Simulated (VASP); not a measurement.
# Hf (Fm-3m) in VASP: a series of runs

The runs below take Hf through single point, relaxation of cell and atoms, with PBEsol.

Program: VASP 6.6.1. These are calculated values, not measurements. Logs are shortened: lines on timing, memory, paths and dates and some standing lists are left out, and cuts for length are marked.

## (1) The cell of the first run

It takes space group Fm-3m (No. 225, cubic). Conventional cell: a = 4.446 Å, b = 4.446 Å, c = 4.446 Å, α = 90.00°, β = 90.00°, γ = 90.00°. Hf (site symmetry m-3m) has 12 Hf at 3.14 Å within 4.1 Å.

## (2) Single point, PBEsol

The input, INCAR:

```
ALGO = Normal ; EDIFF = 1E-7
ENCUT = 520 ; GGA = PS
ISIF = 2 ; ISMEAR = 0
LASPH = True ; LCHARG = False
LREAL = False ; LWAVE = False
NBANDS = 11 ; NELM = 60
PREC = Accurate ; SIGMA = 0.1
```

The input, KPOINTS:

```
k-points
0
Gamma
  8 8 8
```

The input, POSCAR:

```
Hf
1.0
    0.0000000000      2.2229131116      2.2229131116
    2.2229131116      0.0000000000      2.2229131116
    2.2229131116      2.2229131116      0.0000000000
Hf
1
Direct
    0.0000000000      0.0000000000      0.0000000000
```

Potentials or basis: VASP PAW PBE potentials, release 64 (Hf_pv).

The run is started by

```bash
cat potpaw_PBE.64/Hf_pv/POTCAR > POTCAR
mpirun -np 1 vasp_std > vasp.out
```

OUTCAR:

```text
EDIFF = 1E-7
   ENCUT = 520
   GGA = PS
   ISIF = 2
   ISMEAR = 0
   LASPH = True
   LREAL = False
   NELM = 60
   PREC = Accurate

 ion  position               nearest neighbor table
   1  0.000  0.000  0.000-

  LATTYP: Found a face centered cubic cell.
 ALAT       =     4.4458262232

  Lattice vectors:

 A1 = (   0.0000000000,   2.2229131116,   2.2229131116)
 A2 = (   2.2229131116,   0.0000000000,   2.2229131116)
 A3 = (   2.2229131116,   2.2229131116,   0.0000000000)

Analysis of symmetry for initial positions (statically):
=====================================================================
 Subroutine PRICEL returns:
 Original cell was already a primitive cell.

 Routine SETGRP: Setting up the symmetry group for a
 face centered cubic supercell.

 Subroutine GETGRP returns: Found 48 space group operations
 (whereof 48 operations were pure point group operations)
 out of a pool of 48 trial point group operations.

The static configuration has the point symmetry O_h .

Analysis of symmetry for dynamics (positions and initial velocities):
=====================================================================
 Subroutine PRICEL returns:
 Original cell was already a primitive cell.

 Routine SETGRP: Setting up the symmetry group for a
 face centered cubic supercell.

 Subroutine GETGRP returns: Found 48 space group operations
 (whereof 48 operations were pure point group operations)
 out of a pool of 48 trial point group operations.

The dynamic configuration has the point symmetry O_h .

 Subroutine INISYM returns: Found 48 space group operations
 (whereof 48 operations are pure point group operations),
 and found     1 'primitive' translations

----------------------------------------------------------------------------------------

                                     Primitive cell

  volume of cell :      21.9684

  direct lattice vectors                    reciprocal lattice vectors
     0.000000000  2.222913112  2.222913112    -0.224930069  0.224930069  0.224930069
     2.222913112  0.000000000  2.222913112     0.224930069 -0.224930069  0.224930069
     2.222913112  2.222913112  0.000000000     0.224930069  0.224930069 -0.224930069

  length of vectors
     3.143673870  3.143673870  3.143673870     0.389590308  0.389590308  0.389590308

  position of ions in fractional coordinates (direct lattice)
     0.000000000  0.000000000  0.000000000

  ion indices of the primitive-cell ions
   primitive index   ion index
                 1           1
[... 73 lines left out ...]
   LREAL  =      F    real-space projection
   EDIFFG = 0.1E-05   stopping-criterion for IOM
   NSW    =      0    number of steps for IOM
   IBRION =     -1    ionic relax: 0-MD 1-quasi-New 2-CG
   NFREE  =      0    steps in history (QN), initial steepest desc. (CG)
   ISIF   =      2    stress and relaxation
   ISYM   =      2    0-nonsym 1-usesym 2-fastsym
   POTIM  = 0.5000    time-step for ionic-motion
   TEBEG  =    0.0;   TEEND  =   0.0 temperature during run
   PSTRESS=    0.0 pullay stress
   NELECT =      10.0000    total number of electrons
   NUPDOWN=      -1.0000    fix difference up-down
   EMIN   =  10.00;   EMAX   =-10.00  energy-range for DOS
   EFERMI =   0.00;   METHOD = LEGACY
   ISMEAR =     0;   SIGMA  =   0.10  broadening in eV -4-tet -1-fermi 0-gaus
   EFERMI_NEDOS =   21; number of points for ismear=-14 and -15
   IALGO  =     38    algorithm
   IMIX   =      4    mixing-type and parameters
     AMIX     =   0.40;   BMIX     =  1.00
     AMIX_MAG =   1.60;   BMIX_MAG =  1.00
  volume/ion in A,a.u.               =      21.97       148.25
  Fermi-wavevector in a.u.,A,eV,Ry     =   1.259338  2.379804 21.577921  1.585932
  Thomas-Fermi vector in A             =   2.392903
   LORBIT       =      0    0 simple, 1 ext, 2 COOP (PROOUT), +10 PAW based schemes
   GGA     = PS    functional components
   LHFCALC =     F    Hartree Fock is set to
   AEXX    =    0.0000 exact exchange contribution
   IVDW    =     0    specifies the selected vdW correction
   LEPSILON=     F    determine dielectric tensor
   LRPA    =     F    only Hartree local field effects (RPA)
 non-spin polarized calculation
 Gauss-broadening in eV      SIGMA  =   0.10
  energy-cutoff  :      520.00
  volume of cell :       21.97
 maximum number of plane-waves:       609
   NGX = 11   NGY = 11   NGZ = 11

 number of electron      10.0000000 magnetization

 number of electron       9.9999999 magnetization

 Free energy of the ion-electron system (eV)
  ---------------------------------------------------
  ext. energy  EPLUGINS =         0.00000000
  ---------------------------------------------------
  free energy    TOTEN  =       -10.42140300 eV

  energy without entropy =      -10.41374029  energy(sigma->0) =      -10.41757164

 E-fermi :   4.7261     XC(G=0): -11.4774

 val. band max:        4.6513023219   @ k =  -0.3750   0.1250   0.0000
 cond. band min:       4.7829459865   @ k =   0.5000   0.2500   0.1250
 fundamental gap:      0.1316436646
 Fermi energy:         4.7260594029

 k-point     1 :       0.0000    0.0000    0.0000
  band No.  band energies     occupation
      1     -25.1967      2.00000
      2     -25.1967      2.00000
      3     -25.1967      2.00000
      4      -2.5718      2.00000
      5       6.0986      0.00000
      6       6.0986      0.00000
      7       6.0986      0.00000
      8       8.9506      0.00000
      9       8.9506      0.00000
     10      16.1289      0.00000
     11      17.8136      0.00000
[... 309 lines left out ...]
 k-point    24 :      -0.3750    0.2500    0.1250
  band No.  band energies     occupation
      1     -25.9469      2.00000
      2     -25.5429      2.00000
      3     -25.3851      2.00000
      4       2.3894      2.00000
      5       3.8346      2.00000
      6       5.1056      0.00000
      7       7.0744      0.00000
      8      10.5034      0.00000
      9      12.6465      0.00000
     10      13.2929      0.00000
     11      17.8231      0.00000

 [... further k-points ...]
[... 5 lines left out ...]
  --------------------------------------------------------------------------------------
  -------------------------------------------------------------------------------------
  Total       -0.3216222     -0.3216222     -0.3216222      0.0000000      0.0000000      0.0000000
  in kB      -23.4562800    -23.4562800    -23.4562800      0.0000000      0.0000000      0.0000000
  external PRESSURE =     -23.4562800 kB  Pullay stress =       0.0000000 kB

 VOLUME and BASIS-vectors are now :
 -----------------------------------------------------------------------------
  energy-cutoff  :      520.00
  volume of cell :       21.97
      direct lattice vectors                 reciprocal lattice vectors
     0.000000000  2.222913112  2.222913112    -0.224930069  0.224930069  0.224930069
     2.222913112  0.000000000  2.222913112     0.224930069 -0.224930069  0.224930069
     2.222913112  2.222913112  0.000000000     0.224930069  0.224930069 -0.224930069

 POSITION                                       TOTAL-FORCE (eV/Angst)
 -----------------------------------------------------------------------------------
      0.00000      0.00000      0.00000        -0.000000      0.000000     -0.000000
 -----------------------------------------------------------------------------------
    total drift:                               -0.000000      0.000000      0.000000

  FREE ENERGIE OF THE ION-ELECTRON SYSTEM (eV)
  ---------------------------------------------------
  free  energy   TOTEN  =       -10.4214029999 eV

  energy  without entropy=      -10.4137402884  energy(sigma->0) =      -10.41757164
```

OSZICAR:

```text
N       E                     dE             d eps       ncg     rms          rms(c)
DAV:   1     0.121672381928E+02    0.12167E+02   -0.57413E+03   638   0.833E+02
DAV:   2    -0.103255623890E+02   -0.22493E+02   -0.21863E+02   801   0.155E+02
DAV:   3    -0.107887225490E+02   -0.46316E+00   -0.46015E+00   791   0.150E+01
DAV:   4    -0.107906439167E+02   -0.19214E-02   -0.19212E-02   741   0.118E+00
DAV:   5    -0.107906520574E+02   -0.81407E-05   -0.81406E-05   796   0.686E-02    0.468E+01
DAV:   6    -0.105185160932E+02    0.27214E+00   -0.21964E-01   719   0.343E+00    0.278E+01
DAV:   7    -0.104261920112E+02    0.92324E-01   -0.34242E-01   734   0.411E+00    0.123E+00
DAV:   8    -0.104213910405E+02    0.48010E-02   -0.26303E-02   698   0.114E+00    0.562E-01
DAV:   9    -0.104214042544E+02   -0.13214E-04   -0.33085E-04   771   0.170E-01    0.501E-02
DAV:  10    -0.104214028868E+02    0.13675E-05   -0.20230E-05   736   0.333E-02    0.635E-02
DAV:  11    -0.104214029910E+02   -0.10417E-06   -0.20914E-06   758   0.112E-02    0.139E-03
DAV:  12    -0.104214029999E+02   -0.88398E-08   -0.27612E-08   480   0.153E-03
   1 F= -.10421403E+02 E0= -.10417572E+02  d E =-.766271E-02
```

Run time: 7.6 s. Hardware: 1 thread of Intel Xeon 8259CL, shared host; peak memory 0.14 GiB.

Results:

```
Free energy            : -10.4214 eV
Pressure               : -2.3 GPa
Band gap on the k mesh : zero (band 5 reaches 6.10 eV, above the bottom of band 6 at 4.31 eV)
```

Levels at points of the mesh, in eV from the Fermi level:
| k point | band 1 | band 2 | band 3 | band 4 | band 5 | band 6 | band 7 | band 8 | band 9 | band 10 |
| --- | --- | --- | --- | --- | --- | --- | --- | --- | --- | --- |
| (0.00, 0.00, 0.00) | -29.92 | -29.92 | -29.92 | -7.30 | 1.37 | 1.37 | 1.37 | 4.22 | 4.22 | 11.40 |
| (0.50, 0.00, 0.00) | -30.79 | -30.04 | -30.04 | -3.72 | 0.65 | 1.14 | 1.14 | 6.41 | 6.41 | 9.57 |
| (0.50, 0.50, 0.00) | -30.74 | -30.23 | -30.23 | -3.35 | -2.22 | 2.62 | 6.41 | 7.05 | 7.05 | 10.04 |

Caveat: the PAW data sets were made with another functional, which shifts forces and pressure a little; spin-orbit coupling is left out, which moves the levels of the heavy elements.

## (3) Single point, PBEsol

This run uses another cell than the first one, of 21.56 Å³/atom, 0.982 times its volume.

The input, INCAR:

```
SYSTEM = Hf
  ALGO = Fast
  EDIFF = 1E-6
  ENCUT = 520
  GGA = PS
  ISIF = 2
  ISMEAR = 0
  LASPH = .TRUE.
  LCHARG = .FALSE.
  LREAL = .FALSE.
  LWAVE = .FALSE.
  NBANDS = 11
  NELM = 60
  PREC = Accurate
  SIGMA = 0.1
```

The input, KPOINTS:

```
k-points
0
G
  16 16 16
  0 0 0
```

The input, POSCAR:

```
Hf
1.0
    0.0000000000      2.2092030308      2.2092030308
    2.2092030308      0.0000000000      2.2092030308
    2.2092030308      2.2092030308      0.0000000000
Hf
1
Direct
    0.0000000000      0.0000000000      0.0000000000
```

Potentials or basis: VASP PAW PBE potentials, release 64 (Hf_pv).

The run is started by

```bash
cat potpaw_PBE.64/Hf_pv/POTCAR > POTCAR
mpirun -np 1 vasp_std > vasp.out
```

It took 58 s on 1 thread of AMD EPYC 7R13, shared host; peak memory 0.13 GiB.

The run converged. Its results:

```yaml
Free_energy: -10.4361 eV
Pressure: -0.5 GPa
Band_gap_on_the_k_mesh: zero (band 5 reaches 6.24 eV, above the bottom of band 6 at 4.44 eV)
```

Levels at points of the mesh, in eV from the Fermi level:
```tsv
k point	band 1	band 2	band 3	band 4	band 5	band 6	band 7	band 8	band 9	band 10
(0.00, 0.00, 0.00)	-29.83	-29.83	-29.83	-7.34	1.40	1.40	1.40	4.32	4.32	11.49
(0.50, 0.00, 0.00)	-30.75	-29.95	-29.95	-3.75	0.73	1.16	1.16	6.56	6.56	9.83
(0.50, 0.50, 0.00)	-30.69	-30.16	-30.16	-3.42	-2.27	2.74	6.57	7.23	7.23	10.22
```

Caveat: the PAW data sets were made with another functional, which shifts forces and pressure a little; spin-orbit coupling is left out, which moves the levels of the heavy elements.

## (4) Single point, PBEsol

This run uses another cell than the first one, of 21.56 Å³/atom, 0.982 times its volume.

INCAR is that of step 3.

KPOINTS is that of step 3.

The input, POSCAR:

```
Hf
1.0
    0.0000000000      2.2092030316      2.2092030316
    2.2092030316      0.0000000000      2.2092030316
    2.2092030316      2.2092030316      0.0000000000
Hf
1
Direct
    0.0000000000      0.0000000000      0.0000000000
```

The run is started by

```bash
cat potpaw_PBE.64/Hf_pv/POTCAR > POTCAR
mpirun -np 1 vasp_std > vasp.out
```

Run time: 20 s. Hardware: 1 thread of Intel Xeon Platinum 8488C (Sapphire Rapids), shared host; peak memory 0.16 GiB.

The run converged. Its results:

```
Free energy            : -10.4361 eV
Pressure               : -0.5 GPa
Band gap on the k mesh : zero (band 5 reaches 6.24 eV, above the bottom of band 6 at 4.44 eV)
```

Levels at points of the mesh, in eV from the Fermi level:
| k point | band 2 | band 3 | band 4 | band 5 | band 6 | band 7 | band 8 | band 9 |
| --- | --- | --- | --- | --- | --- | --- | --- | --- |
| (0.00, 0.00, 0.00) | -29.83 | -29.83 | -7.34 | 1.40 | 1.40 | 1.40 | 4.32 | 4.32 |
| (0.50, 0.00, 0.00) | -29.95 | -29.95 | -3.75 | 0.73 | 1.16 | 1.16 | 6.56 | 6.56 |
| (0.50, 0.50, 0.00) | -30.16 | -30.16 | -3.42 | -2.27 | 2.74 | 6.57 | 7.23 | 7.23 |

Caveat: the PAW data sets were made with another functional, which shifts forces and pressure a little; spin-orbit coupling is left out, which moves the levels of the heavy elements.

## (5) Relaxation of cell and atoms, PBEsol

The input, INCAR:

```
SYSTEM = Hf
PREC = Accurate
ENCUT = 600
EDIFF = 1E-6
ISMEAR = 0
SIGMA = 0.1
LREAL = .FALSE.
LASPH = .TRUE.
NELM = 100
ALGO = Normal
ISIF = 3
LWAVE = .FALSE.
LCHARG = .FALSE.
GGA = PS
IBRION = 2
NSW = 80
EDIFFG = -0.01
```

The input, KPOINTS:

```
Automatic mesh
0
G
  16 16 16
  0 0 0
```

The input, POSCAR:

```
Hf
1.0
    0.0000000000      2.2229131116      2.2229131116
    2.2229131116      0.0000000000      2.2229131116
    2.2229131116      2.2229131116      0.0000000000
Hf
1
Direct
    0.0000000000      0.0000000000      0.0000000000
```

The run is started by

```bash
cat potpaw_PBE.64/Hf_pv/POTCAR > POTCAR
mpirun -np 1 vasp_std > vasp.out
```

It took 54 s on 1 thread of Intel Xeon Platinum 8488C (Sapphire Rapids), shared host; peak memory 0.19 GiB.

It converged, with:

* Free energy: -10.4365 eV
* Relaxed volume: 21.48 Å³/atom
* Relaxed cell: a = 3.120 Å, b = 3.120 Å, c = 3.120 Å, α = 60.00°, β = 60.00°, γ = 60.00°
* Space group after relaxing (to 0.05 Å): Fm-3m (No. 225)
* Energy gained by relaxing: 3.7 meV/atom
* Ionic steps: 3
* Pressure after relaxing: 0.0 GPa
* Band gap on the k mesh: zero (band 5 reaches 6.27 eV, above the bottom of band 6 at 4.47 eV)

The path:
| step | energy change (eV) | largest force (eV/Å) | pressure (GPa) | volume (Å³) |
| --- | --- | --- | --- | --- |
| 1 | 0.0000 | 0.0000 | -2.37 | 21.97 |
| 2 | 0.0008 | 0.0000 | 2.82 | 20.95 |
| 3 | -0.0037 | 0.0000 | -0.01 | 21.48 |

Final structure:
```xyz
1
Lattice="0.0000 2.2062 2.2062 2.2062 0.0000 2.2062 2.2062 2.2062 0.0000" Properties=species:S:1:pos:R:3 pbc="T T T"
Hf    0.0000    0.0000    0.0000
```

Levels at points of the mesh, in eV from the Fermi level:
```tsv
k point	band 3	band 4	band 5	band 6	band 7	band 8
(0.00, 0.00, 0.00)	-29.81	-7.36	1.41	1.41	1.41	4.34
(0.50, 0.00, 0.00)	-29.94	-3.77	0.75	1.16	1.16	6.59
(0.50, 0.50, 0.00)	-30.15	-3.43	-2.28	2.77	6.60	7.27
```

Caveat: the PAW data sets were made with another functional, which shifts forces and pressure a little; spin-orbit coupling is left out, which moves the levels of the heavy elements.

## (6) Overview

| task | cell | k mesh | cutoff (eV) | gap on the mesh (eV) | pressure (GPa) |
| --- | --- | --- | --- | --- | --- |
| single point | a = 3.144 Å, angles 60.0°, 1 atom | 8 × 8 × 8 | 520 | none | -2.3 |
| single point | a = 3.124 Å, angles 60.0°, 1 atom | 16 × 16 × 16 | 520 | none | -0.5 |
| relaxation of cell and atoms | relaxed from a = 3.144 Å, angles 60.0°, 1 atom | 16 × 16 × 16 | 600 | none | 0.0 |

Alike in all rows: level PBEsol; potentials or basis VASP PAW PBE potentials, release 64 (Hf_pv); no spin polarisation; smearing gaussian 0.1 eV.

Caveats: the PAW data sets were made with another functional, which shifts forces and pressure a little; spin-orbit coupling is left out, which moves the levels of the heavy elements.

Absolute energies hang on the potentials; compare differences alone.
